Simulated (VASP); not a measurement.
# Si in VASP: a series of runs

The runs below take Si through single point, with PBE.

Program: VASP 6.6.1. These are calculated values, not measurements. Logs are shortened: lines on timing, memory, paths and dates and some standing lists are left out, and cuts for length are marked.

### Step 1. The cell of the first run

The cell holds a slab with vacuum, 11 atoms: a = 3.868 Å, b = 3.868 Å, c = 28.674 Å, α = 90.00°, β = 90.00°, γ = 90.00°.

### Step 2. Single point, PBE

File INCAR:

```
ALGO = Normal
DIPOL = 0.5 0.5 0.500
EDIFF = 1E-6
ENCUT = 520
GGA = PE
IDIPOL = 3
ISIF = 2
ISMEAR = 0
LASPH = True
LCHARG = False
LDIPOL = True
LREAL = False
LWAVE = False
NBANDS = 33
NELM = 80
PREC = Accurate
SIGMA = 0.05
```

File KPOINTS:

```
k-points
0
Gamma
  7 7 1
```

File POSCAR:

```
Si
1.0
    3.8677061083      0.0000000000      0.0000000000
    0.0000000000      3.8677061083      0.0000000000
    0.0000000000      0.0000000000     28.6744060839
Si
11
Direct
    0.0000000000      0.5000000000      0.2615572918
    0.0000000000      0.0000000000      0.3092458335
    0.5000000000      0.0000000000      0.3569343751
    0.5000000000      0.5000000000      0.4046229167
    0.0000000000      0.5000000000      0.4523114584
    0.0000000000      0.0000000000      0.5000000000
    0.5000000000      0.0000000000      0.5476885416
    0.5000000000      0.5000000000      0.5953770833
    0.0000000000      0.5000000000      0.6430656249
    0.0000000000      0.0000000000      0.6907541665
    0.5000000000      0.0000000000      0.7384427082
```

Potentials or basis: VASP PAW PBE potentials, release 64 (Si).

The run is started by

```
$ cat potpaw_PBE.64/Si/POTCAR > POTCAR
$ mpirun -np 1 vasp_std > vasp.out
```

OUTCAR:

```text
EDIFF = 1E-6
   ENCUT = 520
   GGA = PE
   ISIF = 2
   ISMEAR = 0
   LASPH = True
   LREAL = False
   NELM = 80
   PREC = Accurate

 ion  position               nearest neighbor table
   1  0.000  0.500  0.262-   2 2.37   2 2.37
   2  0.000  0.000  0.309-   3 2.37   3 2.37   1 2.37   1 2.37
   3  0.500  0.000  0.357-   4 2.37   4 2.37   2 2.37   2 2.37
   4  0.500  0.500  0.405-   3 2.37   3 2.37   5 2.37   5 2.37
   5  0.000  0.500  0.452-   6 2.37   6 2.37   4 2.37   4 2.37
   6  0.000  0.000  0.500-   5 2.37   7 2.37   5 2.37   7 2.37
   7  0.500  0.000  0.548-   6 2.37   6 2.37   8 2.37   8 2.37
   8  0.500  0.500  0.595-   9 2.37   9 2.37   7 2.37   7 2.37
   9  0.000  0.500  0.643-   8 2.37   8 2.37  10 2.37  10 2.37
  10  0.000  0.000  0.691-   9 2.37   9 2.37  11 2.37  11 2.37
  11  0.500  0.000  0.738-  10 2.37  10 2.37

  LATTYP: Found a simple tetragonal cell.
 ALAT       =     3.8677061083
 C/A-ratio  =     7.4138016905

  Lattice vectors:

 A1 = (   3.8677061083,   0.0000000000,   0.0000000000)
 A2 = (   0.0000000000,   3.8677061083,   0.0000000000)
 A3 = (   0.0000000000,   0.0000000000,  28.6744060839)

Analysis of symmetry for initial positions (statically):
=====================================================================
 Subroutine PRICEL returns:
 Original cell was already a primitive cell.

 Routine SETGRP: Setting up the symmetry group for a
 simple tetragonal supercell.

 Subroutine GETGRP returns: Found  8 space group operations
 (whereof  8 operations were pure point group operations)
 out of a pool of 16 trial point group operations.

The static configuration has the point symmetry D_2d.

Analysis of symmetry for dynamics (positions and initial velocities):
=====================================================================
 Subroutine PRICEL returns:
 Original cell was already a primitive cell.

 Routine SETGRP: Setting up the symmetry group for a
 simple tetragonal supercell.

 Subroutine GETGRP returns: Found  8 space group operations
 (whereof  8 operations were pure point group operations)
 out of a pool of 16 trial point group operations.

The dynamic configuration has the point symmetry D_2d.

 Subroutine INISYM returns: Found  8 space group operations
 (whereof  8 operations are pure point group operations),
 and found     1 'primitive' translations

----------------------------------------------------------------------------------------

                                     Primitive cell

  volume of cell :     428.9448

  direct lattice vectors                    reciprocal lattice vectors
     3.867706108  0.000000000  0.000000000     0.258551186  0.000000000  0.000000000
     0.000000000  3.867706108  0.000000000     0.000000000  0.258551186  0.000000000
     0.000000000  0.000000000 28.674406084     0.000000000  0.000000000  0.034874306

  length of vectors
     3.867706108  3.867706108 28.674406084     0.258551186  0.258551186  0.034874306

  position of ions in fractional coordinates (direct lattice)
     0.000000000  0.500000000  0.261557292
     0.000000000  0.000000000  0.309245834
     0.500000000  0.000000000  0.356934375
     0.500000000  0.500000000  0.404622917
     0.000000000  0.500000000  0.452311458
     0.000000000  0.000000000  0.500000000
     0.500000000  0.000000000  0.547688542
     0.500000000  0.500000000  0.595377083
     0.000000000  0.500000000  0.643065625
     0.000000000  0.000000000  0.690754166
     0.500000000  0.000000000  0.738442708

  ion indices of the primitive-cell ions
   primitive index   ion index
                 1           1
                 2           2
                 3           3
                 4           4
                 5           5
                 6           6
                 7           7
                 8           8
                 9           9
                10          10
                11          11

----------------------------------------------------------------------------------------

 KPOINTS: k-points

Automatic generation of k-mesh.
 Grid dimensions read from file:
 generate k-points for:    7    7    1

 Generating k-lattice:

  Cartesian coordinates                     Fractional coordinates (reciprocal lattice)
     0.036935884  0.000000000  0.000000000     0.142857143  0.000000000  0.000000000
     0.000000000  0.036935884  0.000000000     0.000000000  0.142857143  0.000000000
     0.000000000  0.000000000  0.034874306     0.000000000  0.000000000  1.000000000

  Length of vectors
     0.036935884  0.036935884  0.034874306

  Shift w.r.t. Gamma in fractional coordinates (k-lattice)
     0.000000000  0.000000000  0.000000000

 Subroutine IBZKPT returns following result:
 ===========================================

 Found     10 irreducible k-points:

 Following reciprocal coordinates:
            Coordinates               Weight
  0.000000  0.000000  0.000000      1.000000
  0.142857  0.000000  0.000000      4.000000
  0.285714  0.000000  0.000000      4.000000
  0.428571  0.000000  0.000000      4.000000
  0.142857  0.142857  0.000000      4.000000
  0.285714  0.142857  0.000000      8.000000
  0.428571  0.142857  0.000000      8.000000
  0.285714  0.285714  0.000000      4.000000
  0.428571  0.285714  0.000000      8.000000
  0.428571  0.428571  0.000000      4.000000
   k-points           NKPTS =     10   k-points in BZ     NKDIM =     10   number of bands    NBANDS=     33
   number of dos      NEDOS =    301   number of ions     NIONS =     11
   total plane-waves  NPLWV = 194400
   dimension x,y,z NGX =    30 NGY =   30 NGZ =  216
   dimension x,y,z NGXF=    60 NGYF=   60 NGZF=  432
   ions per type =              11
   NGX,Y,Z   is equivalent  to a cutoff of  12.89, 12.89, 12.52 a.u.
   NGXF,Y,Z  is equivalent  to a cutoff of  25.79, 25.79, 25.05 a.u.
 SYSTEM =  unknown system
   PREC   = accura    normal or accurate (medium, high low for compatibility)
   ISTART =      0    job   : 0-new  1-cont  2-samecut
   ICHARG =      2    charge: 1-file 2-atom 10-const
   ISPIN  =      1    spin polarized calculation?
   LNONCOLLINEAR =      F non collinear calculations
   LSORBIT =      F    spin-orbit coupling
   LASPH  =      T    aspherical Exc in radial PAW
   ENCUT  =  520.0 eV  38.22 Ry    6.18 a.u.   7.19  7.19 53.32*2*pi/ulx,y,z
   NELM   =     80;   NELMIN=  2; NELMDL= -5     # of ELM steps
   EDIFF  = 0.1E-05   stopping-criterion for ELM
   LREAL  =      F    real-space projection
   EDIFFG = 0.1E-04   stopping-criterion for IOM
   NSW    =      0    number of steps for IOM
   IBRION =     -1    ionic relax: 0-MD 1-quasi-New 2-CG
   NFREE  =      0    steps in history (QN), initial steepest desc. (CG)
   ISIF   =      2    stress and relaxation
   ISYM   =      2    0-nonsym 1-usesym 2-fastsym
   POTIM  = 0.5000    time-step for ionic-motion
   TEBEG  =    0.0;   TEEND  =   0.0 temperature during run
   PSTRESS=    0.0 pullay stress
   NELECT =      44.0000    total number of electrons
   NUPDOWN=      -1.0000    fix difference up-down
   EMIN   =  10.00;   EMAX   =-10.00  energy-range for DOS
   EFERMI =   0.00;   METHOD = LEGACY
   ISMEAR =     0;   SIGMA  =   0.05  broadening in eV -4-tet -1-fermi 0-gaus
   EFERMI_NEDOS =   21; number of points for ismear=-14 and -15
   IALGO  =     38    algorithm
   IMIX   =      4    mixing-type and parameters
     AMIX     =   0.40;   BMIX     =  1.00
     AMIX_MAG =   1.60;   BMIX_MAG =  1.00
  volume/ion in A,a.u.               =      38.99       263.15
  Fermi-wavevector in a.u.,A,eV,Ry     =   0.766347  1.448185  7.990527  0.587287
  Thomas-Fermi vector in A             =   1.866666
   LORBIT       =      0    0 simple, 1 ext, 2 COOP (PROOUT), +10 PAW based schemes
   GGA     = PE    functional components
   LHFCALC =     F    Hartree Fock is set to
   AEXX    =    0.0000 exact exchange contribution
   IVDW    =     0    specifies the selected vdW correction
   LEPSILON=     F    determine dielectric tensor
   LRPA    =     F    only Hartree local field effects (RPA)
 non-spin polarized calculation
 Gauss-broadening in eV      SIGMA  =   0.05
  energy-cutoff  :      520.00
  volume of cell :      428.94
 maximum number of plane-waves:     11578
 NGX is ok and might be reduce to    30
   NGX = 15   NGY = 15   NGZ =107

 number of electron      43.9999997 magnetization

 dipolmoment           0.000000      0.000000     -0.000000 electrons x Angstroem

 Free energy of the ion-electron system (eV)
  ---------------------------------------------------
  ext. energy  EPLUGINS =         0.00000000
  ---------------------------------------------------
  free energy    TOTEN  =       -55.64201237 eV

  energy without entropy =      -55.63612975  energy(sigma->0) =      -55.63907106

 E-fermi :   0.2720     XC(G=0):  -5.5540

 val. band max:        0.2270835065   @ k =   0.2857   0.1429   0.0000
 cond. band min:       0.2858470903   @ k =   0.1429   0.0000   0.0000
 fundamental gap:      0.0587635838
 Fermi energy:         0.2720236904

 k-point     1 :       0.0000    0.0000    0.0000
  band No.  band energies     occupation
      1     -11.2803      2.00000
      2     -10.8296      2.00000
      3     -10.1876      2.00000
      4      -9.3388      2.00000
      5      -8.2934      2.00000
      6      -7.0808      2.00000
[... 25 lines left out ...]
     32       3.2383      0.00000
     33       3.7116      0.00000
[... 293 lines left out ...]
      3      -7.7407      2.00000
      4      -7.4948      2.00000
      5      -7.2880      2.00000
      6      -7.0616      2.00000
[... 25 lines left out ...]
     32       3.8156      0.00000
     33       4.3700      0.00000

------------------------ aborting loop because EDIFF is reached ----------------------------------------

 vacuum level on the upper side and lower side of the slab       (xc-potential included)        -0.126        -0.126

  FORCE on cell =-STRESS in cart. coord.  units (eV):
  Direction    XX          YY          ZZ          XY          YZ          ZX
  --------------------------------------------------------------------------------------
  -------------------------------------------------------------------------------------
  Total       -2.1042419     -2.1042419     -0.7977816      0.0000000      0.0000000      0.0000000
  in kB       -7.8596805     -7.8596805     -2.9798419      0.0000000      0.0000000      0.0000000
  external PRESSURE =      -6.2330676 kB  Pullay stress =       0.0000000 kB

 VOLUME and BASIS-vectors are now :
 -----------------------------------------------------------------------------
  energy-cutoff  :      520.00
  volume of cell :      428.94
      direct lattice vectors                 reciprocal lattice vectors
     3.867706108  0.000000000  0.000000000     0.258551186  0.000000000  0.000000000
     0.000000000  3.867706108  0.000000000     0.000000000  0.258551186  0.000000000
     0.000000000  0.000000000 28.674406084     0.000000000  0.000000000  0.034874306

 POSITION                                       TOTAL-FORCE (eV/Angst)
 -----------------------------------------------------------------------------------
      0.00000      1.93385      7.50000        -0.000000      0.000000      0.107370
      0.00000      0.00000      8.86744        -0.000000     -0.000000     -0.031999
      1.93385      0.00000     10.23488        -0.000000     -0.000000      0.014858
      1.93385      1.93385     11.60232        -0.000000      0.000000     -0.079079
      0.00000      1.93385     12.96976        -0.000000     -0.000000     -0.012721
      0.00000      0.00000     14.33720        -0.000000     -0.000000      0.000000
      1.93385      0.00000     15.70464        -0.000000     -0.000000      0.012721
      1.93385      1.93385     17.07208        -0.000000     -0.000000      0.079079
      0.00000      1.93385     18.43952        -0.000000      0.000000     -0.014858
      0.00000      0.00000     19.80697         0.000000     -0.000000      0.031999
      1.93385      0.00000     21.17441        -0.000000     -0.000000     -0.107370
 -----------------------------------------------------------------------------------
    total drift:                               -0.000000     -0.000000     -0.000000

  FREE ENERGIE OF THE ION-ELECTRON SYSTEM (eV)
  ---------------------------------------------------
  free  energy   TOTEN  =       -55.6420123735 eV

  energy  without entropy=      -55.6361297484  energy(sigma->0) =      -55.63907106

 vacuum level on the upper side and lower side of the slab         5.618         5.618
```

Wall time 5.5 min (1 thread of Intel Xeon Platinum 8259CL at 2.50GHz (Skylake/Cascade Lake), shared host); peak memory 0.46 GiB.

What came out:

| Property | Result |
| --- | --- |
| Free energy | -55.6420 eV |
| Largest force | 0.107 eV/Å |
| Band gap on the k mesh | zero (band 22 reaches 0.65 eV, above the bottom of band 23 at -0.10 eV) |

Forces in eV/Å, atoms in the order of the input:
```
Si   0.000  0.000  0.107
Si   0.000  0.000 -0.032
Si   0.000  0.000  0.015
Si   0.000  0.000 -0.079
Si   0.000  0.000 -0.013
Si   0.000  0.000  0.000
Si   0.000  0.000  0.013
Si   0.000  0.000  0.079
Si   0.000  0.000 -0.015
Si   0.000  0.000  0.032
Si   0.000  0.000 -0.107
```

[end of part 1 of 2]
